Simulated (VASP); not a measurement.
# KBr (I4/mmm) in VASP: single point with HSE06

Aim: the single point of KBr with HSE06.

Program: VASP 6.6.1. These are calculated values, not measurements. Logs are shortened: lines on timing, memory, paths and dates and some standing lists are left out, and cuts for length are marked.

### Step 1. The cell of the first run

The structure is tetragonal, space group I4/mmm (No. 139). The conventional cell has a = 4.670 Å, b = 4.670 Å, c = 6.406 Å, α = 90.00°, β = 90.00°, γ = 90.00°. K (site symmetry 4/mmm) has 6 Br at 3.20 to 3.30 Å within 4.2 Å. Br (site symmetry 4/mmm) has 6 K at 3.20 to 3.30 Å within 4.2 Å.

### Step 2. Single point, HSE06 (uniaxial x strain -3.0%)

POSCAR

```
KBr
1.0
    0.0000000000      3.3022478147      3.3022478147
    3.2031803803      0.0000000000      3.3022478147
    3.2031803803      3.3022478147      0.0000000000
K Br
1 1
Direct
    0.0000000000      0.0000000000      0.0000000000
    0.5000000000      0.5000000000      0.5000000000
```

INCAR.step1

```
PREC     = Accurate       # precision mode
ENCUT    = 520            # plane-wave cutoff, eV
EDIFF    = 1E-5           # SCF threshold, eV
ISMEAR   = 0              # smearing method
SIGMA    = 0.01           # smearing width, eV
LREAL    = False          # projectors in reciprocal space
LASPH    = True           # aspherical terms in the spheres
NELM     = 60             # most SCF steps
ALGO     = Normal         # electronic algorithm
ISIF     = 2              # what is computed and relaxed
LWAVE    = True           # write WAVECAR
LCHARG   = False          # write CHGCAR
NBANDS   = 15             # bands
GGA      = PE             # functional
```

INCAR.step2

```
PREC     = Accurate       # precision mode
ENCUT    = 520            # plane-wave cutoff, eV
EDIFF    = 1E-6           # SCF threshold, eV
ISMEAR   = 0              # smearing method
SIGMA    = 0.01           # smearing width, eV
LREAL    = False          # projectors in reciprocal space
LASPH    = True           # aspherical terms in the spheres
NELM     = 60             # most SCF steps
ALGO     = Normal         # electronic algorithm
ISIF     = 2              # what is computed and relaxed
LWAVE    = False          # write WAVECAR
LCHARG   = False          # write CHGCAR
GGA      = PE             # functional
LHFCALC  = True           # exact exchange
HFSCREEN = 0.2079         # screening, 1/A
PRECFOCK = Normal       
NBANDS   = 15             # bands
ISTART   = 1
```

KPOINTS

```
regular mesh
0
Gamma
  4 4 4
```

Potentials or basis: VASP PAW PBE potentials, release 64 (K_sv, Br).

Started as:

```bash
$ cat potpaw_PBE.64/K_sv/POTCAR potpaw_PBE.64/Br/POTCAR > POTCAR
$ cp INCAR.step1 INCAR
$ mpirun -np 1 vasp_std > vasp.out
$ cp INCAR.step2 INCAR
$ mpirun -np 1 vasp_std > vasp.out
```

OUTCAR:

```text
PREC = Accurate
   ENCUT = 520
   EDIFF = 1E-6
   ISMEAR = 0
   LREAL = False
   LASPH = True
   NELM = 60
   ISIF = 2
   GGA = PE
   LHFCALC = True
   HFSCREEN = 0.2079
   PRECFOCK = Normal
   ISTART = 1

 ion  position               nearest neighbor table
   1  0.000  0.000  0.000-   2 3.20   2 3.20   2 3.30   2 3.30   2 3.30   2 3.30
   2  0.500  0.500  0.500-   1 3.20   1 3.20   1 3.30   1 3.30   1 3.30   1 3.30

  LATTYP: Found a body centered tetragonal cell.
 ALAT       =     4.6700836459
 C/A-ratio  =     1.3717871555

  Lattice vectors:

 A1 = (  -3.2031803803,   0.0000000000,  -3.3022478147)
 A2 = (  -3.2031803803,   0.0000000000,   3.3022478147)
 A3 = (   3.2031803803,   3.3022478147,   0.0000000000)

Analysis of symmetry for initial positions (statically):
=====================================================================
 Subroutine PRICEL returns:
 Original cell was already a primitive cell.

 Routine SETGRP: Setting up the symmetry group for a
 body centered tetragonal supercell.

 Subroutine GETGRP returns: Found 16 space group operations
 (whereof 16 operations were pure point group operations)
 out of a pool of 16 trial point group operations.

The static configuration has the point symmetry D_4h.

Analysis of symmetry for dynamics (positions and initial velocities):
=====================================================================
 Subroutine PRICEL returns:
 Original cell was already a primitive cell.

 Routine SETGRP: Setting up the symmetry group for a
 body centered tetragonal supercell.

 Subroutine GETGRP returns: Found 16 space group operations
 (whereof 16 operations were pure point group operations)
 out of a pool of 16 trial point group operations.

The dynamic configuration has the point symmetry D_4h.

 Subroutine INISYM returns: Found 16 space group operations
 (whereof 16 operations are pure point group operations),
 and found     1 'primitive' translations

----------------------------------------------------------------------------------------

                                     Primitive cell

  volume of cell :      69.8603

  direct lattice vectors                    reciprocal lattice vectors
     0.000000000  3.302247815  3.302247815    -0.156094862  0.151412016  0.151412016
     3.203180380  0.000000000  3.302247815     0.156094862 -0.151412016  0.151412016
     3.203180380  3.302247815  0.000000000     0.156094862  0.151412016 -0.151412016

  length of vectors
     4.670083646  4.600565745  4.600565745     0.264984534  0.264984534  0.264984534

  position of ions in fractional coordinates (direct lattice)
     0.000000000  0.000000000  0.000000000
     0.500000000  0.500000000  0.500000000

  ion indices of the primitive-cell ions
   primitive index   ion index
                 1           1
                 2           2

----------------------------------------------------------------------------------------

 KPOINTS: regular mesh

Automatic generation of k-mesh.
 Grid dimensions read from file:
 generate k-points for:    4    4    4

 Generating k-lattice:

  Cartesian coordinates                     Fractional coordinates (reciprocal lattice)
    -0.039023716  0.037853004  0.037853004     0.250000000 -0.000000000 -0.000000000
     0.039023716 -0.037853004  0.037853004     0.000000000  0.250000000  0.000000000
     0.039023716  0.037853004 -0.037853004     0.000000000  0.000000000  0.250000000

  Length of vectors
     0.066246134  0.066246134  0.066246134

  Shift w.r.t. Gamma in fractional coordinates (k-lattice)
     0.000000000  0.000000000  0.000000000

 Subroutine IBZKPT returns following result:
 ===========================================

 Found     13 irreducible k-points:

 Following reciprocal coordinates:
            Coordinates               Weight
  0.000000  0.000000  0.000000      1.000000
  0.250000 -0.000000 -0.000000      8.000000
  0.500000 -0.000000 -0.000000      4.000000
  0.250000  0.250000  0.000000      4.000000
  0.500000  0.250000 -0.000000     16.000000
 -0.250000  0.250000 -0.000000      8.000000
  0.500000  0.500000  0.000000      2.000000
  0.000000  0.250000  0.250000      2.000000
  0.500000  0.250000  0.250000      4.000000
 -0.250000  0.250000  0.250000      8.000000
 -0.250000  0.500000  0.250000      4.000000
  0.500000 -0.250000  0.250000      2.000000
  0.000000  0.500000  0.500000      1.000000
   k-points           NKPTS =     13   k-points in BZ     NKDIM =     64   number of bands    NBANDS=     15
   number of dos      NEDOS =    301   number of ions     NIONS =      2
   total plane-waves  NPLWV =  46656
   dimension x,y,z NGX =    36 NGY =   36 NGZ =   36
   dimension x,y,z NGXF=    72 NGYF=   72 NGZF=   72
   ions per type =               1   1
   NGX,Y,Z   is equivalent  to a cutoff of  12.82, 13.01, 13.01 a.u.
   NGXF,Y,Z  is equivalent  to a cutoff of  25.63, 26.02, 26.02 a.u.
 SYSTEM =  unknown system
   PREC   = accura    normal or accurate (medium, high low for compatibility)
   ISTART =      1    job   : 0-new  1-cont  2-samecut
   ICHARG =      0    charge: 1-file 2-atom 10-const
   ISPIN  =      1    spin polarized calculation?
   LNONCOLLINEAR =      F non collinear calculations
   LSORBIT =      F    spin-orbit coupling
   LASPH  =      T    aspherical Exc in radial PAW
   ENCUT  =  520.0 eV  38.22 Ry    6.18 a.u.   8.68  8.55  8.55*2*pi/ulx,y,z
   NELM   =     60;   NELMIN=  2; NELMDL=  0     # of ELM steps
   EDIFF  = 0.1E-05   stopping-criterion for ELM
   LREAL  =      F    real-space projection
   EDIFFG = 0.1E-04   stopping-criterion for IOM
   NSW    =      0    number of steps for IOM
   IBRION =     -1    ionic relax: 0-MD 1-quasi-New 2-CG
   NFREE  =      0    steps in history (QN), initial steepest desc. (CG)
   ISIF   =      2    stress and relaxation
   ISYM   =      3    0-nonsym 1-usesym 2-fastsym
   POTIM  = 0.5000    time-step for ionic-motion
   TEBEG  =    0.0;   TEEND  =   0.0 temperature during run
   PSTRESS=    0.0 pullay stress
   NELECT =      16.0000    total number of electrons
   NUPDOWN=      -1.0000    fix difference up-down
   EMIN   =  10.00;   EMAX   =-10.00  energy-range for DOS
   EFERMI =   0.00;   METHOD = LEGACY
   ISMEAR =     0;   SIGMA  =   0.01  broadening in eV -4-tet -1-fermi 0-gaus
   EFERMI_NEDOS =   21; number of points for ismear=-14 and -15
   IALGO  =     38    algorithm
   IMIX   =      1    mixing-type and parameters
     AMIX     =   0.40;   BMIX     =  1.00
     AMIX_MAG =   1.60;   BMIX_MAG =  1.00
  volume/ion in A,a.u.               =      34.93       235.72
  Fermi-wavevector in a.u.,A,eV,Ry     =   1.001624  1.892794 13.650045  1.003250
  Thomas-Fermi vector in A             =   2.134058
   LORBIT       =      0    0 simple, 1 ext, 2 COOP (PROOUT), +10 PAW based schemes
   GGA     = PE    functional components
   LHFCALC =     T    Hartree Fock is set to
   PRECFOCK=normal    Normal, Fast or Accurate (Low or Medium for compatibility)
   ENCUT4O =  -1.0   cutoff for four orbital integrals eV
   NKREDX  =     1    reduce k-point grid by
   NKREDY  =     1    reduce k-point grid by
   NKREDZ  =     1    reduce k-point grid by
   AEXX    =    0.2500 exact exchange contribution
   HFSCREEN=    0.2079 screening length (either q_TF or 0.3 A-1)
   HFSCREENC=   0.2079 screening length for correlation (either q_TF or 0.3 A-1)
   ENCUTFOCK=  -1.0 apply spherical cutoff to Coloumb kernel
   IVDW    =     0    specifies the selected vdW correction
   LEPSILON=     F    determine dielectric tensor
   LRPA    =     F    only Hartree local field effects (RPA)
 non-spin polarized calculation
 Gauss-broadening in eV      SIGMA  =   0.01
  energy-cutoff  :      520.00
  volume of cell :       69.86
 maximum number of plane-waves:      1904
 NGX is ok and might be reduce to    36
  NGX = 28; NGY = 28; NGZ = 28

 number of electron      16.0000000 magnetization

 Free energy of the ion-electron system (eV)
  ---------------------------------------------------
  ext. energy  EPLUGINS =         0.00000000
  ---------------------------------------------------
  free energy    TOTEN  =        -7.15423507 eV

  energy without entropy =       -7.15423507  energy(sigma->0) =       -7.15423507

 E-fermi :  -2.3780     XC(G=0):  -6.2732

 val. band max:       -2.4878039875   @ k =   0.0000   0.0000   0.0000
 cond. band min:       3.1813609675   @ k =   0.0000   0.0000   0.0000
 fundamental gap:      5.6691649550
 Fermi energy:        -2.3780410881

 k-point     1 :       0.0000    0.0000    0.0000
  band No.  band energies     occupation
      1     -32.4034      2.00000
      2     -15.8628      2.00000
      3     -14.5342      2.00000
      4     -14.5284      2.00000
      5     -14.5284      2.00000
      6      -2.5044      2.00000
      7      -2.5044      2.00000
      8      -2.4878      2.00000
      9       3.1814      0.00000
     10       6.4156      0.00000
     11       6.4156      0.00000
     12       6.6118      0.00000
     13       7.3656      0.00000
     14       7.5350      0.00000
     15      10.3386      0.00000

 k-point     2 :       0.2500   -0.0000   -0.0000
  band No.  band energies     occupation
      1     -32.4000      2.00000
      2     -15.9623      2.00000
      3     -14.5323      2.00000
      4     -14.5319      2.00000
      5     -14.3818      2.00000
      6      -3.2237      2.00000
      7      -2.6945      2.00000
      8      -2.6873      2.00000
      9       4.4739      0.00000
     10       6.3204      0.00000
     11       7.1939      0.00000
     12       7.3010      0.00000
     13       8.1940      0.00000
     14       8.3954      0.00000
     15      11.4773      0.00000

 k-point     3 :       0.5000   -0.0000   -0.0000
  band No.  band energies     occupation
      1     -32.3965      2.00000
      2     -16.0462      2.00000
      3     -14.5362      2.00000
      4     -14.5321      2.00000
      5     -14.2464      2.00000
      6      -3.7946      2.00000
      7      -2.8708      2.00000
      8      -2.8673      2.00000
      9       5.3125      0.00000
     10       7.2074      0.00000
     11       8.8467      0.00000
     12       8.9738      0.00000
     13       8.9817      0.00000
     14       9.1247      0.00000
     15      10.1730      0.00000
[... 145 lines left out ...]
 k-point    12 :       0.5000   -0.2500    0.2500
  band No.  band energies     occupation
      1     -32.3947      2.00000
      2     -15.8768      2.00000
      3     -14.5978      2.00000
      4     -14.5978      2.00000
      5     -14.3855      2.00000
      6      -3.1493      2.00000
      7      -3.1493      2.00000
      8      -3.1358      2.00000
      9       6.2698      0.00000
     10       6.2698      0.00000
     11       7.1728      0.00000
     12       8.0989      0.00000
     13       9.9864      0.00000
     14      10.1129      0.00000
     15      10.7336      0.00000

 k-point    13 :       0.0000    0.5000    0.5000
  band No.  band energies     occupation
      1     -32.3938      2.00000
      2     -15.7350      2.00000
      3     -14.6420      2.00000
      4     -14.5745      2.00000
      5     -14.5745      2.00000
      6      -3.3663      2.00000
      7      -2.8488      2.00000
      8      -2.8488      2.00000
      9       4.5052      0.00000
     10       6.1274      0.00000
     11       8.5529      0.00000
     12       8.5828      0.00000
     13       8.9516      0.00000
     14      10.0974      0.00000
     15      10.0974      0.00000

------------------------ aborting loop because EDIFF is reached ----------------------------------------

  FORCE on cell =-STRESS in cart. coord.  units (eV):
  Direction    XX          YY          ZZ          XY          YZ          ZX
  --------------------------------------------------------------------------------------
  -------------------------------------------------------------------------------------
  Total        0.8122159      0.2740216      0.2740216      0.0000000      0.0000000     -0.0000000
  in kB       18.6273629      6.2844122      6.2844122      0.0000000      0.0000000     -0.0000000
  external PRESSURE =      10.3987291 kB  Pullay stress =       0.0000000 kB

 VOLUME and BASIS-vectors are now :
 -----------------------------------------------------------------------------
  energy-cutoff  :      520.00
  volume of cell :       69.86
      direct lattice vectors                 reciprocal lattice vectors
     0.000000000  3.302247815  3.302247815    -0.156094862  0.151412016  0.151412016
     3.203180380  0.000000000  3.302247815     0.156094862 -0.151412016  0.151412016
     3.203180380  3.302247815  0.000000000     0.156094862  0.151412016 -0.151412016

 POSITION                                       TOTAL-FORCE (eV/Angst)
 -----------------------------------------------------------------------------------
      0.00000      0.00000      0.00000         0.000000      0.000000      0.000000
      3.20318      3.30225      3.30225         0.000000      0.000000      0.000000
 -----------------------------------------------------------------------------------
    total drift:                                0.000000     -0.000000      0.000000

  FREE ENERGIE OF THE ION-ELECTRON SYSTEM (eV)
  ---------------------------------------------------
  free  energy   TOTEN  =        -7.1542350665 eV

  energy  without entropy=       -7.1542350665  energy(sigma->0) =       -7.15423507
```

Run time: 25 min. Hardware: 1 thread of Intel Xeon 8259CL, shared host; peak memory 0.3 GiB.

Results:

```yaml
Free_energy: -7.1542 eV
Pressure: 1.0 GPa
Band_gap_on_the_k_mesh: 5.67 eV
```

Stress tensor (GPa, compression positive):
```
1.86 0.00 0.00
0.00 0.63 0.00
0.00 0.00 0.63
```

Levels at points of the mesh, in eV from the valence-band top:
```tsv
k point	band 5	band 6	band 7	band 8	band 9	band 10	band 11	band 12
(0.00, 0.00, 0.00)	-12.04	-0.02	-0.02	0.00	5.67	8.90	8.90	9.10
(0.50, 0.00, 0.00)	-11.76	-1.31	-0.38	-0.38	7.80	9.70	11.33	11.46
(0.50, 0.50, 0.00)	-12.08	-0.93	-0.32	-0.31	7.04	8.58	10.88	11.00
(0.00, 0.50, 0.50)	-12.09	-0.88	-0.36	-0.36	6.99	8.62	11.04	11.07
```

Caveat: the cell differs from its parent crystal (uniaxial x strain -3.0%); the PAW data sets were made with another functional, which shifts forces and pressure a little.
